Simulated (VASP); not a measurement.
# ScSi3 (Pm-3m) in VASP: settings compared

ScSi3 is run at these levels: PBE, r2SCAN; tasks: single point.

Everything below comes from runs of VASP 6.6.1. Logs are shortened: lines on timing, memory, paths and dates and some standing lists are left out, and cuts for length are marked.

### 1 The cell of the first run

The structure is cubic, space group Pm-3m (No. 221). Conventional cell: a = 4.094 Å, b = 4.094 Å, c = 4.094 Å, α = 90.00°, β = 90.00°, γ = 90.00°. Sc (site symmetry m-3m) has 12 Si at 2.89 Å within 3.8 Å. Within 3.8 Å of Si (site symmetry 4/mmm) lie 4 Sc at 2.89 Å and 8 Si at 2.89 Å.

### 2 Single point, PBE (volume scaled by 1.100)

Input file INCAR:

```
PREC = Accurate
ENCUT = 520
EDIFF = 1E-7
ISMEAR = 0
SIGMA = 0.05
LREAL = False
LASPH = True
NELM = 80
ALGO = Normal
ISIF = 2
LWAVE = False
LCHARG = True
GGA = PE
LELF = True
LVHAR = True
NBANDS = 20
```

Input file KPOINTS:

```
regular mesh
0
Gamma
  8 8 8
```

Input file POSCAR:

```
ScSi3
1.0
    4.0935618649      0.0000000000      0.0000000000
    0.0000000000      4.0935618649      0.0000000000
    0.0000000000      0.0000000000      4.0935618649
Sc Si
1 3
Direct
    0.0000000000      0.0000000000      0.0000000000
    0.0000000000      0.5000000000      0.5000000000
    0.5000000000      0.5000000000      0.0000000000
    0.5000000000      0.0000000000      0.5000000000
```

Potentials or basis: VASP PAW PBE potentials, release 64 (Sc_sv, Si).

Run with:

```sh
$ cat potpaw_PBE.64/Sc_sv/POTCAR potpaw_PBE.64/Si/POTCAR > POTCAR
$ mpirun -np 1 vasp_std > vasp.out
```

OUTCAR:

```text
PREC = Accurate
   ENCUT = 520
   EDIFF = 1E-7
   ISMEAR = 0
   LREAL = False
   LASPH = True
   NELM = 80
   ISIF = 2
   GGA = PE

 ion  position               nearest neighbor table
   1  0.000  0.000  0.000-   2 2.89   3 2.89   4 2.89   2 2.89   4 2.89   2 2.89   3 2.89   2 2.89
                             3 2.89   4 2.89   4 2.89   3 2.89
   2  0.000  0.500  0.500-   1 2.89   3 2.89   4 2.89   1 2.89   3 2.89   1 2.89   4 2.89   1 2.89
                             3 2.89   4 2.89   3 2.89   4 2.89
   3  0.500  0.500  0.000-   1 2.89   2 2.89   4 2.89   2 2.89   4 2.89   1 2.89   4 2.89   4 2.89
                             1 2.89   2 2.89   2 2.89   1 2.89
   4  0.500  0.000  0.500-   1 2.89   2 2.89   3 2.89   1 2.89   3 2.89   2 2.89   3 2.89   3 2.89
                             1 2.89   2 2.89   1 2.89   2 2.89

  LATTYP: Found a simple cubic cell.
 ALAT       =     4.0935618649

  Lattice vectors:

 A1 = (   4.0935618649,   0.0000000000,   0.0000000000)
 A2 = (   0.0000000000,   4.0935618649,   0.0000000000)
 A3 = (   0.0000000000,   0.0000000000,   4.0935618649)

Analysis of symmetry for initial positions (statically):
=====================================================================
 Subroutine PRICEL returns:
 Original cell was already a primitive cell.

 Routine SETGRP: Setting up the symmetry group for a
 simple cubic supercell.

 Subroutine GETGRP returns: Found 48 space group operations
[... 9 lines left out ...]

 Routine SETGRP: Setting up the symmetry group for a
 simple cubic supercell.

 Subroutine GETGRP returns: Found 48 space group operations
[... 11 lines left out ...]
                                     Primitive cell

  volume of cell :      68.5968

  direct lattice vectors                    reciprocal lattice vectors
     4.093561865  0.000000000  0.000000000     0.244286036  0.000000000  0.000000000
     0.000000000  4.093561865  0.000000000     0.000000000  0.244286036  0.000000000
     0.000000000  0.000000000  4.093561865     0.000000000  0.000000000  0.244286036

  length of vectors
     4.093561865  4.093561865  4.093561865     0.244286036  0.244286036  0.244286036

  position of ions in fractional coordinates (direct lattice)
     0.000000000  0.000000000  0.000000000
     0.000000000  0.500000000  0.500000000
     0.500000000  0.500000000  0.000000000
     0.500000000  0.000000000  0.500000000

  ion indices of the primitive-cell ions
   primitive index   ion index
                 1           1
                 2           2
                 3           3
                 4           4

----------------------------------------------------------------------------------------

 KPOINTS: regular mesh

Automatic generation of k-mesh.
 Grid dimensions read from file:
 generate k-points for:    8    8    8

 Generating k-lattice:

  Cartesian coordinates                     Fractional coordinates (reciprocal lattice)
     0.030535754  0.000000000  0.000000000     0.125000000  0.000000000  0.000000000
     0.000000000  0.030535754  0.000000000     0.000000000  0.125000000  0.000000000
     0.000000000  0.000000000  0.030535754     0.000000000  0.000000000  0.125000000

  Length of vectors
     0.030535754  0.030535754  0.030535754

  Shift w.r.t. Gamma in fractional coordinates (k-lattice)
     0.000000000  0.000000000  0.000000000

 Subroutine IBZKPT returns following result:
 ===========================================

 Found     35 irreducible k-points:

 Following reciprocal coordinates:
            Coordinates               Weight
  0.000000  0.000000  0.000000      1.000000
  0.125000  0.000000  0.000000      6.000000
  0.250000  0.000000  0.000000      6.000000
  0.375000  0.000000  0.000000      6.000000
  0.500000  0.000000  0.000000      3.000000
  0.125000  0.125000  0.000000     12.000000
[... 16 lines left out ...]
  0.375000  0.375000  0.125000     24.000000
  0.500000  0.375000  0.125000     24.000000
 [... further k-points ...]
   k-points           NKPTS =     35   k-points in BZ     NKDIM =     35   number of bands    NBANDS=     20
   number of dos      NEDOS =    301   number of ions     NIONS =      4
   total plane-waves  NPLWV =  27000
   dimension x,y,z NGX =    30 NGY =   30 NGZ =   30
   dimension x,y,z NGXF=    60 NGYF=   60 NGZF=   60
   ions per type =               1   3
   NGX,Y,Z   is equivalent  to a cutoff of  12.18, 12.18, 12.18 a.u.
   NGXF,Y,Z  is equivalent  to a cutoff of  24.37, 24.37, 24.37 a.u.
 SYSTEM =  unknown system
   PREC   = accura    normal or accurate (medium, high low for compatibility)
   ISTART =      0    job   : 0-new  1-cont  2-samecut
   ICHARG =      2    charge: 1-file 2-atom 10-const
   ISPIN  =      1    spin polarized calculation?
   LNONCOLLINEAR =      F non collinear calculations
   LSORBIT =      F    spin-orbit coupling
   LASPH  =      T    aspherical Exc in radial PAW
   ENCUT  =  520.0 eV  38.22 Ry    6.18 a.u.   7.61  7.61  7.61*2*pi/ulx,y,z
   NELM   =     80;   NELMIN=  2; NELMDL= -5     # of ELM steps
   EDIFF  = 0.1E-06   stopping-criterion for ELM
   LREAL  =      F    real-space projection
   EDIFFG = 0.1E-05   stopping-criterion for IOM
   NSW    =      0    number of steps for IOM
   IBRION =     -1    ionic relax: 0-MD 1-quasi-New 2-CG
   NFREE  =      0    steps in history (QN), initial steepest desc. (CG)
   ISIF   =      2    stress and relaxation
   ISYM   =      2    0-nonsym 1-usesym 2-fastsym
   POTIM  = 0.5000    time-step for ionic-motion
   TEBEG  =    0.0;   TEEND  =   0.0 temperature during run
   PSTRESS=    0.0 pullay stress
   NELECT =      23.0000    total number of electrons
   NUPDOWN=      -1.0000    fix difference up-down
   EMIN   =  10.00;   EMAX   =-10.00  energy-range for DOS
   EFERMI =   0.00;   METHOD = LEGACY
   ISMEAR =     0;   SIGMA  =   0.05  broadening in eV -4-tet -1-fermi 0-gaus
   EFERMI_NEDOS =   21; number of points for ismear=-14 and -15
   IALGO  =     38    algorithm
   IMIX   =      4    mixing-type and parameters
     AMIX     =   0.40;   BMIX     =  1.00
     AMIX_MAG =   1.60;   BMIX_MAG =  1.00
  volume/ion in A,a.u.               =      17.15       115.73
  Fermi-wavevector in a.u.,A,eV,Ry     =   1.137320  2.149224 17.599098  1.293497
  Thomas-Fermi vector in A             =   2.274025
   LORBIT       =      0    0 simple, 1 ext, 2 COOP (PROOUT), +10 PAW based schemes
   GGA     = PE    functional components
   LHFCALC =     F    Hartree Fock is set to
   AEXX    =    0.0000 exact exchange contribution
   IVDW    =     0    specifies the selected vdW correction
   LEPSILON=     F    determine dielectric tensor
   LRPA    =     F    only Hartree local field effects (RPA)
 non-spin polarized calculation
 Gauss-broadening in eV      SIGMA  =   0.05
  energy-cutoff  :      520.00
  volume of cell :       68.60
 maximum number of plane-waves:      1861
   NGX = 15   NGY = 15   NGZ = 15

 number of electron      22.9999995 magnetization

 Free energy of the ion-electron system (eV)
  ---------------------------------------------------
  ext. energy  EPLUGINS =         0.00000000
  ---------------------------------------------------
  free energy    TOTEN  =       -23.18236017 eV

  energy without entropy =      -23.17889623  energy(sigma->0) =      -23.18062820

 E-fermi :   7.8269     XC(G=0): -10.7335

 val. band max:        7.8130262656   @ k =   0.1250   0.1250   0.0000
 cond. band min:       7.8408109245   @ k =   0.3750   0.3750   0.1250
 fundamental gap:      0.0277846589
 Fermi energy:         7.8268862391

 k-point     1 :       0.0000    0.0000    0.0000
  band No.  band energies     occupation
      1     -41.8840      2.00000
      2     -20.5471      2.00000
      3     -20.5471      2.00000
      4     -20.5471      2.00000
      5      -4.3748      2.00000
      6       2.6895      2.00000
[... 12 lines left out ...]
     19      10.2242      0.00000
     20      13.4810      0.00000

 k-point     2 :       0.1250    0.0000    0.0000
  band No.  band energies     occupation
      1     -41.8838      2.00000
      2     -20.5518      2.00000
      3     -20.5467      2.00000
      4     -20.5467      2.00000
      5      -4.2390      2.00000
      6       1.7653      2.00000
[... 12 lines left out ...]
     19      11.5312      0.00000
     20      12.7434      0.00000

 k-point     3 :       0.2500    0.0000    0.0000
  band No.  band energies     occupation
      1     -41.8834      2.00000
      2     -20.5629      2.00000
      3     -20.5457      2.00000
      4     -20.5457      2.00000
      5      -3.8399      2.00000
      6       0.3893      2.00000
[... 12 lines left out ...]
     19      11.9773      0.00000
     20      12.4331      0.00000

 k-point     4 :       0.3750    0.0000    0.0000
  band No.  band energies     occupation
      1     -41.8829      2.00000
      2     -20.5739      2.00000
      3     -20.5447      2.00000
      4     -20.5447      2.00000
      5      -3.2176      2.00000
      6      -0.8735      2.00000
[... 12 lines left out ...]
     19      13.0256      0.00000
     20      13.3588      0.00000

 k-point     5 :       0.5000    0.0000    0.0000
  band No.  band energies     occupation
      1     -41.8828      2.00000
      2     -20.5785      2.00000
      3     -20.5443      2.00000
      4     -20.5443      2.00000
      5      -2.6962      2.00000
      6      -1.6144      2.00000
[... 12 lines left out ...]
     19      13.1738      0.00000
     20      13.9785      0.00000
[... 353 lines left out ...]
      6      -0.3474      2.00000
[... 12 lines left out ...]
     19      12.3203      0.00000
     20      12.9930      0.00000

 k-point    22 :       0.5000    0.2500    0.1250
  band No.  band energies     occupation
      1     -41.8820      2.00000
      2     -20.5755      2.00000
      3     -20.5585      2.00000
      4     -20.5471      2.00000
      5      -2.1272      2.00000
      6      -1.0289      2.00000
[... 12 lines left out ...]
     19      12.1870      0.00000
     20      13.2105      0.00000

 k-point    23 :       0.3750    0.3750    0.1250
  band No.  band energies     occupation
      1     -41.8818      2.00000
      2     -20.5697      2.00000
      3     -20.5692      2.00000
      4     -20.5465      2.00000
      5      -2.0478      2.00000
      6      -0.0719      2.00000
[... 12 lines left out ...]
     19      12.3235      0.00000
     20      12.6368      0.00000

 k-point    24 :       0.5000    0.3750    0.1250
  band No.  band energies     occupation
      1     -41.8816      2.00000
      2     -20.5738      2.00000
      3     -20.5688      2.00000
      4     -20.5461      2.00000
      5      -1.5820      2.00000
      6      -0.5699      2.00000
[... 12 lines left out ...]
     19      12.7324      0.00000
     20      13.1557      0.00000

 [... further k-points ...]
[... 5 lines left out ...]
  --------------------------------------------------------------------------------------
  -------------------------------------------------------------------------------------
  Total       -3.1621502     -3.1621502     -3.1621502      0.0000000      0.0000000      0.0000000
  in kB      -73.8565483    -73.8565483    -73.8565483      0.0000000      0.0000000      0.0000000
  external PRESSURE =     -73.8565483 kB  Pullay stress =       0.0000000 kB

 VOLUME and BASIS-vectors are now :
 -----------------------------------------------------------------------------
  energy-cutoff  :      520.00
  volume of cell :       68.60
      direct lattice vectors                 reciprocal lattice vectors
     4.093561865  0.000000000  0.000000000     0.244286036  0.000000000  0.000000000
     0.000000000  4.093561865  0.000000000     0.000000000  0.244286036  0.000000000
     0.000000000  0.000000000  4.093561865     0.000000000  0.000000000  0.244286036

 POSITION                                       TOTAL-FORCE (eV/Angst)
 -----------------------------------------------------------------------------------
      0.00000      0.00000      0.00000         0.000000      0.000000      0.000000
      0.00000      2.04678      2.04678         0.000000      0.000000      0.000000
      2.04678      2.04678      0.00000         0.000000      0.000000      0.000000
      2.04678      0.00000      2.04678         0.000000      0.000000      0.000000
 -----------------------------------------------------------------------------------
    total drift:                               -0.000000     -0.000000     -0.000000

  FREE ENERGIE OF THE ION-ELECTRON SYSTEM (eV)
  ---------------------------------------------------
  free  energy   TOTEN  =       -23.1823601697 eV

  energy  without entropy=      -23.1788962257  energy(sigma->0) =      -23.18062820
```

Run time: 29 s. Hardware: 1 thread of AMD EPYC 7R13 (Zen 3), shared host; peak memory 0.16 GiB.

Results:

* Free energy: -23.1824 eV
* Pressure: -7.4 GPa

Caveat: the cell differs from its parent crystal (volume scaled by 1.100).

### 3 Single point, r2SCAN

This run uses another cell than the first one, of 15.59 Å³/atom, 0.909 times its volume.

Input file POSCAR:

```
ScSi3
1.0
    3.9655533451      0.0000000000      0.0000000000
    0.0000000000      3.9655533451      0.0000000000
    0.0000000000      0.0000000000      3.9655533451
Sc Si
1 3
Direct
    0.0000000000      0.0000000000      0.0000000000
    0.0000000000      0.5000000000      0.5000000000
    0.5000000000      0.5000000000      0.0000000000
    0.5000000000      0.0000000000      0.5000000000
```

Input file INCAR.step1:

```
SYSTEM = ScSi3
PREC = Accurate ; ENCUT = 520
ISMEAR = 0 ; SIGMA = 0.05
LREAL = .False. ; LASPH = .True.
NELM = 80 ; NBANDS = 20
GGA = PE ; ALGO = Normal
EDIFF = 1E-4 ; LWAVE = .True.
LCHARG = .False.
```

Input file INCAR.step2:

```
SYSTEM = ScSi3
PREC = Accurate ; ENCUT = 520
EDIFF = 1E-6 ; ISMEAR = 0
SIGMA = 0.05 ; LREAL = .False.
LASPH = .True. ; NELM = 80
ALGO = Normal ; ISIF = 2
LWAVE = .False. ; LCHARG = .False.
METAGGA = R2SCAN ; LMIXTAU = .True.
NBANDS = 20 ; ISTART = 1
```

Input file KPOINTS:

```
regular mesh
0
Gamma
  8 8 8
  0 0 0
```

Potentials or basis: VASP PAW PBE potentials, release 64 (Sc_sv, Si).

Run with:

```sh
$ cat potpaw_PBE.64/Sc_sv/POTCAR potpaw_PBE.64/Si/POTCAR > POTCAR
$ cp INCAR.step1 INCAR
$ mpirun -np 1 vasp_std > vasp.out
$ cp INCAR.step2 INCAR
$ mpirun -np 1 vasp_std > vasp.out
```

It took 1.7 min on 1 thread of AMD EPYC 7R13 (Zen 3), shared host; peak memory 0.16 GiB.

The run converged. Its results:

| Quantity | Value |
| --- | --- |
| Free energy | -38.1663 eV |
| Pressure | -0.9 GPa |

Levels at points of the mesh, in eV from the Fermi level:
```
           k point  band 9  band 10  band 11  band 12  band 13  band 14
(0.00, 0.00, 0.00)   -4.36    -4.36     0.80     0.80     0.80     0.83
(0.50, 0.00, 0.00)   -3.31    -3.00    -1.04    -1.04     0.00     1.27
(0.50, 0.50, 0.00)   -2.29    -2.29    -1.01    -0.52     1.15     1.15
(0.50, 0.50, 0.50)   -5.26    -5.26    -5.26     0.76     2.50     2.50
```

Caveat: the PAW data sets were made with another functional, which shifts forces and pressure a little.
